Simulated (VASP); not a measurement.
# FeHO (P4/nmm) in VASP: further runs

The runs below take FeHO through single point, relaxation of cell and atoms, with PBE.

Program: VASP 6.6.1. These are calculated values, not measurements. Logs are shortened: lines on timing, memory, paths and dates and some standing lists are left out, and cuts for length are marked.

## (1) The cell of the first run

Symmetry: P4/nmm, No. 129, tetragonal system. The conventional cell has a = 2.892 Å, b = 2.892 Å, c = 6.124 Å, α = 90.00°, β = 90.00°, γ = 90.00°. Fe (site symmetry 4mm) has 1 O at 1.51 Å within 2.0 Å. H (site symmetry 4mm) has 5 O at 1.96 to 2.05 Å and 5 Fe at 2.61 to 2.66 Å and 8 H at 2.75 to 2.89 Å within 2.9 Å. O (site symmetry 4mm) has 1 Fe at 1.51 Å and 5 H at 1.96 to 2.05 Å within 2.1 Å.

The cell was generated, and may not be a known phase.

## (2) Single point, PBE, collinear spin, ferromagnetic start

Contents of INCAR:

```
PREC = Accurate
ENCUT = 520
EDIFF = 1E-6
ISMEAR = 0
SIGMA = 0.1
LREAL = False
LASPH = True
NELM = 150
ALGO = Normal
ISIF = 2
LWAVE = False
LCHARG = True
ISPIN = 2
MAGMOM = 4 4 0 0 0 0
LORBIT = 11
LMAXMIX = 4
GGA = PE
LELF = True
LVHAR = True
NBANDS = 28
```

Contents of KPOINTS:

```
regular mesh
0
Gamma
  6 6 4
```

Contents of POSCAR:

```
FeHO
1.0
    2.8924637900      0.0000000000      0.0000000000
    0.0000000000      2.8924637900      0.0000000000
    0.0000000000      0.0000000000      6.1235971900
Fe H O
2 2 2
Direct
    0.0000000000      0.5000000000      0.0839000000
    0.5000000000      0.0000000000      0.9161000000
    0.0000000000      0.5000000000      0.6503000300
    0.5000000000      0.0000000000      0.3496999700
    0.0000000000      0.5000000000      0.3300000100
    0.5000000000      0.0000000000      0.6699999900
```

Potentials or basis: VASP PAW PBE potentials, release 64 (Fe, H, O).

Run with:

```console
> cat potpaw_PBE.64/Fe/POTCAR potpaw_PBE.64/H/POTCAR potpaw_PBE.64/O/POTCAR > POTCAR
> mpirun -np 1 vasp_std > vasp.out
```

OUTCAR:

```text
PREC = Accurate
   ENCUT = 520
   EDIFF = 1E-6
   ISMEAR = 0
   LREAL = False
   LASPH = True
   NELM = 150
   ISIF = 2
   ISPIN = 2
   LORBIT = 11
   GGA = PE

 ion  position               nearest neighbor table
   1  0.000  0.500  0.084-   5 1.51   2 2.29   2 2.29   2 2.29   2 2.29
   2  0.500  0.000  0.916-   6 1.51   1 2.29   1 2.29   1 2.29   1 2.29
   3  0.000  0.500  0.650-
   4  0.500  0.000  0.350-
   5  0.000  0.500  0.330-   1 1.51
   6  0.500  0.000  0.670-   2 1.51

  LATTYP: Found a simple tetragonal cell.
 ALAT       =     2.8924637900
 C/A-ratio  =     2.1170868970

  Lattice vectors:

 A1 = (   2.8924637900,   0.0000000000,   0.0000000000)
 A2 = (   0.0000000000,   2.8924637900,   0.0000000000)
 A3 = (   0.0000000000,   0.0000000000,   6.1235971900)

Analysis of symmetry for initial positions (statically):
=====================================================================
 Subroutine PRICEL returns:
 Original cell was already a primitive cell.

 Routine SETGRP: Setting up the symmetry group for a
 simple tetragonal supercell.

 Subroutine GETGRP returns: Found 16 space group operations
 (whereof  8 operations were pure point group operations)
 out of a pool of 16 trial point group operations.

The static configuration has the point symmetry D_2d.
 The point group associated with its full space group is D_4h.

Analysis of symmetry for dynamics (positions and initial velocities):
=====================================================================
 Subroutine PRICEL returns:
 Original cell was already a primitive cell.

 Routine SETGRP: Setting up the symmetry group for a
 simple tetragonal supercell.

 Subroutine GETGRP returns: Found 16 space group operations
 (whereof  8 operations were pure point group operations)
 out of a pool of 16 trial point group operations.

The dynamic configuration has the point symmetry D_2d.
 The point group associated with its full space group is D_4h.

Analysis of structural, dynamic, and magnetic symmetry:
=====================================================================
 Subroutine PRICEL returns:
 Original cell was already a primitive cell.

 Routine SETGRP: Setting up the symmetry group for a
 simple tetragonal supercell.

 Subroutine GETGRP returns: Found 16 space group operations
 (whereof  8 operations were pure point group operations)
 out of a pool of 16 trial point group operations.

The overall configuration has the point symmetry D_2d.
[... 142 lines left out ...]
  volume of cell :       51.23
 maximum number of plane-waves:      1396
 NGX is ok and might be reduce to    24
   NGX = 11   NGY = 11   NGZ = 23

 number of electron      29.9999981 magnetization       4.2980535

 Free energy of the ion-electron system (eV)
  ---------------------------------------------------
  ext. energy  EPLUGINS =         0.00000000
  ---------------------------------------------------
  free energy    TOTEN  =       -28.46454870 eV

  energy without entropy =      -28.44572646  energy(sigma->0) =      -28.45513758

 E-fermi :   3.7318     XC(G=0): -11.3558

 val. band max:        3.7153552257   @ k =   0.5000   0.0000   0.2500
 cond. band min:       3.7343506448   @ k =   0.1667   0.0000   0.0000
 fundamental gap:      0.0189954192
 Fermi energy:         3.7318155821

 spin component 1

 k-point     1 :       0.0000    0.0000    0.0000
  band No.  band energies     occupation
      1     -16.4391      1.00000
      2     -15.8177      1.00000
      3      -3.5949      1.00000
      4      -3.0777      1.00000
      5      -2.4229      1.00000
      6      -1.5281      1.00000
[... 709 lines left out ...]
     26      17.0348      0.00000
     27      20.1656      0.00000

 [... further k-points ...]

 spin component 2

 k-point     1 :       0.0000    0.0000    0.0000
  band No.  band energies     occupation
      1     -16.1871      1.00000
      2     -15.5822      1.00000
      3      -3.2381      1.00000
      4      -2.5821      1.00000
      5      -1.6999      1.00000
      6      -0.6376      1.00000
[... 709 lines left out ...]
     26      17.6209      0.00000
     27      20.6756      0.00000

 [... further k-points ...]

 [bands above 27 left out]

------------------------ aborting loop because EDIFF is reached ----------------------------------------

  FORCE on cell =-STRESS in cart. coord.  units (eV):
  Direction    XX          YY          ZZ          XY          YZ          ZX
  --------------------------------------------------------------------------------------
  -------------------------------------------------------------------------------------
  Total        2.3741786      2.3741786     25.8337269      0.0000000      0.0000000     -0.0000000
  in kB       74.2474414     74.2474414    807.8954632      0.0000000      0.0000000     -0.0000000
  external PRESSURE =     318.7967820 kB  Pullay stress =       0.0000000 kB

 VOLUME and BASIS-vectors are now :
 -----------------------------------------------------------------------------
  energy-cutoff  :      520.00
  volume of cell :       51.23
      direct lattice vectors                 reciprocal lattice vectors
     2.892463790  0.000000000  0.000000000     0.345726022  0.000000000  0.000000000
     0.000000000  2.892463790  0.000000000     0.000000000  0.345726022  0.000000000
     0.000000000  0.000000000  6.123597190     0.000000000  0.000000000  0.163302707

 POSITION                                       TOTAL-FORCE (eV/Angst)
 -----------------------------------------------------------------------------------
      0.00000      1.44623      0.51377         0.000000     -0.000000     -7.040551
      1.44623      0.00000      5.60983         0.000000      0.000000      7.040551
      0.00000      1.44623      3.98218         0.000000      0.000000     -0.141853
      1.44623      0.00000      2.14142         0.000000      0.000000      0.141853
      0.00000      1.44623      2.02079         0.000000      0.000000      9.165323
      1.44623      0.00000      4.10281        -0.000000      0.000000     -9.165323
 -----------------------------------------------------------------------------------
    total drift:                                0.000000      0.000000      0.000000

  FREE ENERGIE OF THE ION-ELECTRON SYSTEM (eV)
  ---------------------------------------------------
  free  energy   TOTEN  =       -28.4645487030 eV

  energy  without entropy=      -28.4457264609  energy(sigma->0) =      -28.45513758

 total charge

# of ion       s       p       d       tot
------------------------------------------
    1        0.625   0.776   6.614   8.014
    2        0.625   0.776   6.614   8.014
    3        0.301   0.009   0.000   0.310
    4        0.301   0.009   0.000   0.310
    5        1.616   3.339   0.000   4.955
    6        1.616   3.339   0.000   4.955
--------------------------------------------------
tot          5.084   8.247  13.228  26.559

 magnetization (x)

# of ion       s       p       d       tot
------------------------------------------
    1        0.006  -0.010   1.722   1.717
    2        0.006  -0.010   1.722   1.717
    3        0.121   0.001   0.000   0.122
    4        0.121   0.001   0.000   0.122
    5        0.009   0.086   0.000   0.095
    6        0.009   0.086   0.000   0.095
--------------------------------------------------
tot          0.273   0.153   3.443   3.869
```

OSZICAR:

```text
N       E                     dE             d eps       ncg     rms          rms(c)
DAV:   1     0.268289234102E+03    0.26829E+03   -0.14012E+04  3360   0.126E+03
DAV:   2    -0.947770011130E+00   -0.26924E+03   -0.23925E+03  3460   0.304E+02
DAV:   3    -0.324407679933E+02   -0.31493E+02   -0.29868E+02  3844   0.118E+02
[... 11 lines left out ...]
DAV:  15    -0.284645170981E+02   -0.30264E-03   -0.80355E-04  4584   0.441E-01    0.612E-02
DAV:  16    -0.284645263578E+02   -0.92597E-05   -0.22595E-04  4720   0.139E-01    0.545E-02
DAV:  17    -0.284645465592E+02   -0.20201E-04   -0.31500E-05  4372   0.882E-02    0.181E-02
DAV:  18    -0.284645484515E+02   -0.18923E-05   -0.17387E-06  2768   0.167E-02    0.619E-03
DAV:  19    -0.284645487030E+02   -0.25153E-06   -0.40863E-07  1860   0.566E-03
   1 F= -.28464549E+02 E0= -.28455138E+02  d E =-.188222E-01  mag=     4.2988
```

stdout:

```text
POSCAR found type information on POSCAR FeH O
 POSCAR found :  3 types and       6 ions
 scaLAPACK will be used
 LDA part: xc-table for (Slater+PW92), standard interpolation
 POSCAR, INCAR and KPOINTS ok, starting setup
 FFT: planning ... GRIDC
 FFT: planning ... GRID_SOFT
 FFT: planning ... GRID
 WAVECAR not read
 entering main loop
```

Run time: 44 s. Hardware: 1 thread of Intel Xeon 6975P-C (Granite Rapids), shared host; peak memory 0.22 GiB.

Results:

- Free energy: -28.4645 eV
- Pressure: 31.9 GPa
- Largest force: 9.165 eV/Å
- Net moment: 4.30 μB per cell
- Site moments: Fe +1.72; H +0.12; O +0.10 μB
- Valence electrons inside the program's atomic spheres: Fe 8.01; H 0.31; O 4.96

Forces on the atoms (eV/Å):
```
Fe   0.000  0.000 -7.041
Fe   0.000  0.000  7.041
H    0.000  0.000 -0.142
H    0.000  0.000  0.142
O    0.000  0.000  9.165
O    0.000  0.000 -9.165
```

Caveat: the k points lie up to 0.36 Å⁻¹ apart; the run started ferromagnetic, and an antiferromagnetic order may lie lower in energy; forces of over 1 eV/Å act on the atoms, so gaps and moduli don't describe the material at rest.

## (3) Single point, PBE, collinear spin, ferromagnetic start

This run uses another cell than the first one, of 10.10 Å³/atom.

Contents of INCAR:

```
SYSTEM = FeHO
PREC     = Accurate       ! precision mode
ENCUT    = 520            ! plane-wave cutoff, eV
EDIFF    = 1E-6           ! SCF threshold, eV
ISMEAR   = 0              ! smearing method
SIGMA    = 0.1            ! smearing width, eV
LREAL    = .False.        ! projectors in reciprocal space
LASPH    = .True.         ! aspherical terms in the spheres
NELM     = 150            ! most SCF steps
ALGO     = Normal         ! electronic algorithm
ISIF     = 2              ! what is computed and relaxed
LWAVE    = .False.        ! write WAVECAR
LCHARG   = .False.        ! write CHGCAR
ISPIN    = 2              ! spin polarisation
MAGMOM   = 4 4 0 0 0 0    ! initial moments
LORBIT   = 11             ! projections on sites
LMAXMIX  = 4              ! l up to which the mixer works
GGA      = PE             ! functional
NBANDS   = 28             ! bands
```

Contents of KPOINTS:

```
Automatic mesh
0
Gamma
  6 6 4
  0 0 0
```

Contents of POSCAR:

```
FeHO
1.0
    2.8925833746      0.0000000000      0.0000000000
    0.0000000000      2.8925833746      0.0000000000
    0.0000000000      0.0000000000      7.2451373911
Fe H O
2 2 2
Direct
    0.0000000000      0.5000000000      0.1119832981
    0.5000000000      0.0000000000      0.8880167019
    0.0000000000      0.5000000000      0.4889208596
    0.5000000000      0.0000000000      0.5110791404
    0.0000000000      0.5000000000      0.3542526625
    0.5000000000      0.0000000000      0.6457473375
```

Potentials or basis: VASP PAW PBE potentials, release 64 (Fe, H, O).

Run with:

```console
> cat potpaw_PBE.64/Fe/POTCAR potpaw_PBE.64/H/POTCAR potpaw_PBE.64/O/POTCAR > POTCAR
> mpirun -np 1 vasp_std > vasp.out
```

It took 48 s on 1 thread of Intel Xeon 6975P-C (Granite Rapids), shared host; peak memory 0.23 GiB.

Results (log left out):

```
Free energy                                           : -35.4374 eV
Pressure                                              : 0.3 GPa
Largest force                                         : 0.138 eV/Å
Net moment                                            : 6.96 μB per cell
Site moments                                          : Fe +3.12; H +0.01; O +0.27 μB
Valence electrons inside the program's atomic spheres : Fe 6.98; H 0.72; O 5.10
```

Forces in eV/Å, atoms in the order of the input:
```
Fe   0.000  0.000 -0.138
Fe   0.000  0.000  0.138
H    0.000  0.000  0.081
H    0.000  0.000 -0.081
O    0.000  0.000  0.050
O    0.000  0.000 -0.050
```

Stress tensor (GPa, compression positive):
```
-0.33  0.00  0.00
 0.00 -0.33  0.00
 0.00  0.00  1.57
```

Levels at points of the mesh, in eV from the Fermi level:
Spin up:
| k point | band 15 | band 16 | band 17 | band 18 | band 19 | band 20 | band 21 | band 22 |
| --- | --- | --- | --- | --- | --- | --- | --- | --- |
| (0.00, 0.00, 0.00) | -1.29 | -1.29 | -0.71 | -0.37 | -0.37 | 5.22 | 5.30 | 8.28 |
| (0.50, 0.00, 0.00) | -1.18 | -1.18 | -0.59 | -0.59 | 0.88 | 0.88 | 7.37 | 7.37 |
| (0.50, 0.50, 0.00) | -0.86 | -0.86 | -0.81 | -0.81 | 3.68 | 3.68 | 6.85 | 6.85 |
| (0.00, 0.00, 0.50) | -0.82 | -0.82 | -0.74 | -0.74 | -0.67 | 3.52 | 7.84 | 8.62 |
| (0.50, 0.00, 0.50) | -1.47 | -1.47 | -0.59 | -0.59 | 0.78 | 0.78 | 7.35 | 7.35 |
| (0.50, 0.50, 0.50) | -1.33 | -1.33 | -0.88 | -0.88 | 3.90 | 3.90 | 7.12 | 7.12 |
Spin down:
```
           k point  band 9  band 10  band 11  band 12  band 13  band 14
(0.00, 0.00, 0.00)   -1.40    -1.31    -1.31     0.26     0.64     0.79
(0.50, 0.00, 0.00)   -1.42    -1.42     0.14     0.14     0.48     0.48
(0.50, 0.50, 0.00)   -1.57    -1.57    -1.03    -1.03     1.73     1.73
(0.00, 0.00, 0.50)   -1.47    -1.47    -1.40     0.26     0.64     0.99
(0.50, 0.00, 0.50)   -1.43    -1.43     0.15     0.15     0.50     0.50
(0.50, 0.50, 0.50)   -1.52    -1.52    -0.82    -0.82     1.56     1.56
```

Caveat: the k points lie up to 0.36 Å⁻¹ apart; the run started ferromagnetic, and an antiferromagnetic order may lie lower in energy. With open d or f shells a metallic result of PBE can be an artefact of self-interaction; +U or a hybrid may open a gap.

(Part 1 of 2 ends here.)
